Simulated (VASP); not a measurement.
# SnSe (Fm-3m) in VASP: notebook

Runs on SnSe. Level: PBEsol. Tasks: single point.

All numbers are computed with VASP 6.6.1; they aren't measurements. Logs are shortened: lines on timing, memory, paths and dates and some standing lists are left out, and cuts for length are marked.

### 1 The cell of the first run

The structure is cubic, space group Fm-3m (No. 225). Conventional cell: a = 5.688 Å, b = 5.688 Å, c = 5.688 Å, α = 90.00°, β = 90.00°, γ = 90.00°. Sn (site symmetry m-3m) has 6 Se at 2.84 Å within 3.7 Å. Se (site symmetry m-3m) has 6 Sn at 2.84 Å within 3.7 Å.

### 2 Single point, PBEsol

File INCAR:

```
PREC     = Accurate       # precision mode
ENCUT    = 520            # plane-wave cutoff, eV
EDIFF    = 1E-6           # SCF threshold, eV
ISMEAR   = -1             # smearing method
SIGMA    = 0.05           # smearing width, eV
LREAL    = F              # projectors in reciprocal space
LASPH    = T              # aspherical terms in the spheres
NELM     = 60             # most SCF steps
ALGO     = Normal         # electronic algorithm
ISIF     = 2              # what is computed and relaxed
LWAVE    = F              # write WAVECAR
LCHARG   = T              # write CHGCAR
GGA      = PS             # functional
LELF     = T              # ELF
LVHAR    = T            
NBANDS   = 17             # bands
```

File KPOINTS:

```
Automatic mesh
0
Gamma
  8 8 8
```

File POSCAR:

```
SnSe
1.0
    0.0000000000      2.8439467077      2.8439467077
    2.8439467077      0.0000000000      2.8439467077
    2.8439467077      2.8439467077      0.0000000000
Sn Se
1 1
Direct
    0.0000000000      0.0000000000      0.0000000000
    0.5000000000      0.5000000000      0.5000000000
```

Potentials or basis: VASP PAW PBE potentials, release 64 (Sn_d, Se).

Run with:

```sh
> cat potpaw_PBE.64/Sn_d/POTCAR potpaw_PBE.64/Se/POTCAR > POTCAR
> mpirun -np 1 vasp_std > vasp.out
```

OUTCAR:

```text
PREC = Accurate
   ENCUT = 520
   EDIFF = 1E-6
   ISMEAR = -1
   LREAL = F
   LASPH = T
   NELM = 60
   ISIF = 2
   GGA = PS

 ion  position               nearest neighbor table
   1  0.000  0.000  0.000-   2 2.84   2 2.84   2 2.84   2 2.84   2 2.84   2 2.84
   2  0.500  0.500  0.500-   1 2.84   1 2.84   1 2.84   1 2.84   1 2.84   1 2.84

  LATTYP: Found a face centered cubic cell.
 ALAT       =     5.6878934154

  Lattice vectors:

 A1 = (   0.0000000000,   2.8439467077,   2.8439467077)
 A2 = (   2.8439467077,   0.0000000000,   2.8439467077)
 A3 = (   2.8439467077,   2.8439467077,   0.0000000000)

Analysis of symmetry for initial positions (statically):
=====================================================================
 Subroutine PRICEL returns:
 Original cell was already a primitive cell.

 Routine SETGRP: Setting up the symmetry group for a
 face centered cubic supercell.

 Subroutine GETGRP returns: Found 48 space group operations
[... 9 lines left out ...]

 Routine SETGRP: Setting up the symmetry group for a
 face centered cubic supercell.

 Subroutine GETGRP returns: Found 48 space group operations
[... 11 lines left out ...]
                                     Primitive cell

  volume of cell :      46.0039

  direct lattice vectors                    reciprocal lattice vectors
     0.000000000  2.843946708  2.843946708    -0.175812015  0.175812015  0.175812015
     2.843946708  0.000000000  2.843946708     0.175812015 -0.175812015  0.175812015
     2.843946708  2.843946708  0.000000000     0.175812015  0.175812015 -0.175812015

  length of vectors
     4.021948005  4.021948005  4.021948005     0.304515342  0.304515342  0.304515342

  position of ions in fractional coordinates (direct lattice)
     0.000000000  0.000000000  0.000000000
     0.500000000  0.500000000  0.500000000

  ion indices of the primitive-cell ions
   primitive index   ion index
                 1           1
                 2           2

----------------------------------------------------------------------------------------

 KPOINTS: Automatic mesh

Automatic generation of k-mesh.
 Grid dimensions read from file:
 generate k-points for:    8    8    8

 Generating k-lattice:

  Cartesian coordinates                     Fractional coordinates (reciprocal lattice)
    -0.021976502  0.021976502  0.021976502     0.125000000  0.000000000  0.000000000
     0.021976502 -0.021976502  0.021976502     0.000000000  0.125000000  0.000000000
     0.021976502  0.021976502 -0.021976502     0.000000000  0.000000000  0.125000000

  Length of vectors
     0.038064418  0.038064418  0.038064418

  Shift w.r.t. Gamma in fractional coordinates (k-lattice)
     0.000000000  0.000000000  0.000000000

 Subroutine IBZKPT returns following result:
 ===========================================

 Found     29 irreducible k-points:

 Following reciprocal coordinates:
            Coordinates               Weight
  0.000000  0.000000  0.000000      1.000000
  0.125000  0.000000  0.000000      8.000000
  0.250000  0.000000  0.000000      8.000000
  0.375000  0.000000  0.000000      8.000000
  0.500000  0.000000  0.000000      4.000000
  0.125000  0.125000  0.000000      6.000000
[... 16 lines left out ...]
  0.500000  0.250000  0.125000     48.000000
 -0.375000  0.250000  0.125000     24.000000
 [... further k-points ...]
   k-points           NKPTS =     29   k-points in BZ     NKDIM =     29   number of bands    NBANDS=     17
   number of dos      NEDOS =    301   number of ions     NIONS =      2
   total plane-waves  NPLWV =  27000
   dimension x,y,z NGX =    30 NGY =   30 NGZ =   30
   dimension x,y,z NGXF=    60 NGYF=   60 NGZF=   60
   ions per type =               1   1
   NGX,Y,Z   is equivalent  to a cutoff of  12.40, 12.40, 12.40 a.u.
   NGXF,Y,Z  is equivalent  to a cutoff of  24.80, 24.80, 24.80 a.u.
 SYSTEM =  unknown system
   PREC   = accura    normal or accurate (medium, high low for compatibility)
   ISTART =      0    job   : 0-new  1-cont  2-samecut
   ICHARG =      2    charge: 1-file 2-atom 10-const
   ISPIN  =      1    spin polarized calculation?
   LNONCOLLINEAR =      F non collinear calculations
   LSORBIT =      F    spin-orbit coupling
   LASPH  =      T    aspherical Exc in radial PAW
   ENCUT  =  520.0 eV  38.22 Ry    6.18 a.u.   7.48  7.48  7.48*2*pi/ulx,y,z
   NELM   =     60;   NELMIN=  2; NELMDL= -5     # of ELM steps
   EDIFF  = 0.1E-05   stopping-criterion for ELM
   LREAL  =      F    real-space projection
   EDIFFG = 0.1E-04   stopping-criterion for IOM
   NSW    =      0    number of steps for IOM
   IBRION =     -1    ionic relax: 0-MD 1-quasi-New 2-CG
   NFREE  =      0    steps in history (QN), initial steepest desc. (CG)
   ISIF   =      2    stress and relaxation
   ISYM   =      2    0-nonsym 1-usesym 2-fastsym
   POTIM  = 0.5000    time-step for ionic-motion
   TEBEG  =    0.0;   TEEND  =   0.0 temperature during run
   PSTRESS=    0.0 pullay stress
   NELECT =      20.0000    total number of electrons
   NUPDOWN=      -1.0000    fix difference up-down
   EMIN   =  10.00;   EMAX   =-10.00  energy-range for DOS
   EFERMI =   0.00;   METHOD = LEGACY
   ISMEAR =    -1;   SIGMA  =   0.05  broadening in eV -4-tet -1-fermi 0-gaus
   EFERMI_NEDOS =   21; number of points for ismear=-14 and -15
   IALGO  =     38    algorithm
   IMIX   =      4    mixing-type and parameters
     AMIX     =   0.40;   BMIX     =  1.00
     AMIX_MAG =   1.60;   BMIX_MAG =  1.00
  volume/ion in A,a.u.               =      23.00       155.22
  Fermi-wavevector in a.u.,A,eV,Ry     =   1.240186  2.343611 20.926584  1.538061
  Thomas-Fermi vector in A             =   2.374637
   LORBIT       =      0    0 simple, 1 ext, 2 COOP (PROOUT), +10 PAW based schemes
   GGA     = PS    functional components
   LHFCALC =     F    Hartree Fock is set to
   AEXX    =    0.0000 exact exchange contribution
   IVDW    =     0    specifies the selected vdW correction
   LEPSILON=     F    determine dielectric tensor
   LRPA    =     F    only Hartree local field effects (RPA)
 non-spin polarized calculation
  energy-cutoff  :      520.00
  volume of cell :       46.00
 maximum number of plane-waves:      1254
 NGX is ok and might be reduce to    30
   NGX = 15   NGY = 15   NGZ = 15

 number of electron      19.9999998 magnetization

 Free energy of the ion-electron system (eV)
  ---------------------------------------------------
  ext. energy  EPLUGINS =         0.00000000
  ---------------------------------------------------
  free energy    TOTEN  =        -8.80112214 eV

  energy without entropy =       -8.80092514  energy(sigma->0) =       -8.80102364

 E-fermi :   7.9536     XC(G=0): -10.5650

 val. band max:        7.6633395110   @ k =  -0.2500   0.1250   0.0000
 cond. band min:       8.2489786616   @ k =  -0.3750   0.1250   0.0000
 fundamental gap:      0.5856391506
 Fermi energy:         7.9536295521

 k-point     1 :       0.0000    0.0000    0.0000
  band No.  band energies     occupation
      1     -14.0363      2.00000
      2     -14.0363      2.00000
      3     -14.0275      2.00000
      4     -14.0275      2.00000
      5     -14.0275      2.00000
      6      -7.6830      2.00000
[... 9 lines left out ...]
     16      13.0736      0.00000
     17      15.2584      0.00000

 k-point     2 :       0.1250    0.0000    0.0000
  band No.  band energies     occupation
      1     -14.0384      2.00000
      2     -14.0384      2.00000
      3     -14.0270      2.00000
      4     -14.0243      2.00000
      5     -14.0243      2.00000
      6      -7.5347      2.00000
[... 9 lines left out ...]
     16      13.5299      0.00000
     17      16.6995      0.00000

 k-point     3 :       0.2500    0.0000    0.0000
  band No.  band energies     occupation
      1     -14.0447      2.00000
      2     -14.0447      2.00000
      3     -14.0258      2.00000
      4     -14.0152      2.00000
      5     -14.0152      2.00000
      6      -7.1243      2.00000
[... 9 lines left out ...]
     16      14.6094      0.00000
     17      19.5062      0.00000

 k-point     4 :       0.3750    0.0000    0.0000
  band No.  band energies     occupation
      1     -14.0512      2.00000
      2     -14.0512      2.00000
      3     -14.0248      2.00000
      4     -14.0058      2.00000
      5     -14.0058      2.00000
      6      -6.5979      2.00000
[... 9 lines left out ...]
     16      16.2582      0.00000
     17      19.9418      0.00000

 k-point     5 :       0.5000    0.0000    0.0000
  band No.  band energies     occupation
      1     -14.0540      2.00000
      2     -14.0540      2.00000
      3     -14.0244      2.00000
      4     -14.0018      2.00000
      5     -14.0018      2.00000
      6      -6.3199      2.00000
[... 9 lines left out ...]
     16      17.8742      0.00000
     17      18.3218      0.00000

 k-point     6 :       0.1250    0.1250    0.0000
  band No.  band energies     occupation
      1     -14.0435      2.00000
      2     -14.0340      2.00000
      3     -14.0296      2.00000
      4     -14.0224      2.00000
      5     -14.0224      2.00000
      6      -7.4839      2.00000
[... 9 lines left out ...]
     16      14.4610      0.00000
     17      16.0623      0.00000
[... 281 lines left out ...]
 k-point    21 :       0.5000    0.5000    0.0000
  band No.  band energies     occupation
      1     -14.1097      2.00000
      2     -14.0423      2.00000
      3     -14.0206      2.00000
      4     -13.9908      2.00000
      5     -13.9908      2.00000
      6      -5.8276      2.00000
[... 9 lines left out ...]
     16      20.5792      0.00000
     17      20.5816      0.00000

 k-point    22 :       0.3750    0.2500    0.1250
  band No.  band energies     occupation
      1     -14.0614      2.00000
      2     -14.0370      2.00000
      3     -14.0294      2.00000
      4     -14.0101      2.00000
      5     -14.0078      2.00000
      6      -6.7768      2.00000
[... 9 lines left out ...]
     16      17.2973      0.00000
     17      17.6068      0.00000

 k-point    23 :       0.5000    0.2500    0.1250
  band No.  band energies     occupation
      1     -14.0680      2.00000
      2     -14.0418      2.00000
      3     -14.0240      2.00000
      4     -14.0077      2.00000
      5     -14.0020      2.00000
      6      -6.3083      2.00000
[... 9 lines left out ...]
     16      17.6111      0.00000
     17      19.2732      0.00000

 k-point    24 :      -0.3750    0.2500    0.1250
  band No.  band energies     occupation
      1     -14.0701      2.00000
      2     -14.0443      2.00000
      3     -14.0188      2.00000
      4     -14.0103      2.00000
      5     -13.9989      2.00000
      6      -6.0726      2.00000
[... 9 lines left out ...]
     16      18.7413      0.00000
     17      18.7465      0.00000

 [... further k-points ...]
[... 5 lines left out ...]
  --------------------------------------------------------------------------------------
  -------------------------------------------------------------------------------------
  Total        2.8925288      2.8925288      2.8925288     -0.0000000      0.0000000      0.0000000
  in kB      100.7381361    100.7381361    100.7381361     -0.0000000      0.0000000      0.0000000
  external PRESSURE =     100.7381361 kB  Pullay stress =       0.0000000 kB

 VOLUME and BASIS-vectors are now :
 -----------------------------------------------------------------------------
  energy-cutoff  :      520.00
  volume of cell :       46.00
      direct lattice vectors                 reciprocal lattice vectors
     0.000000000  2.843946708  2.843946708    -0.175812015  0.175812015  0.175812015
     2.843946708  0.000000000  2.843946708     0.175812015 -0.175812015  0.175812015
     2.843946708  2.843946708  0.000000000     0.175812015  0.175812015 -0.175812015

 POSITION                                       TOTAL-FORCE (eV/Angst)
 -----------------------------------------------------------------------------------
      0.00000      0.00000      0.00000        -0.000000     -0.000000     -0.000000
      2.84395      2.84395      2.84395         0.000000      0.000000      0.000000
 -----------------------------------------------------------------------------------
    total drift:                               -0.000000      0.000000      0.000000

  FREE ENERGIE OF THE ION-ELECTRON SYSTEM (eV)
  ---------------------------------------------------
  free  energy   TOTEN  =        -8.8011221431 eV

  energy  without entropy=       -8.8009251422  energy(sigma->0) =       -8.80102364
```

Wall time 17 s (1 thread of Intel Xeon 6975P-C, shared host); peak memory 0.18 GiB.

Results:

```
Free energy            : -8.8011 eV
Pressure               : 10.1 GPa
Band gap on the k mesh : 0.59 eV, indirect (least direct gap 0.71 eV)
```

Caveat: the PAW data sets were made with another functional, which shifts forces and pressure a little; spin-orbit coupling is left out, which moves the levels of the heavy elements. A k mesh can miss the band edges.

[end of part 1 of 2]
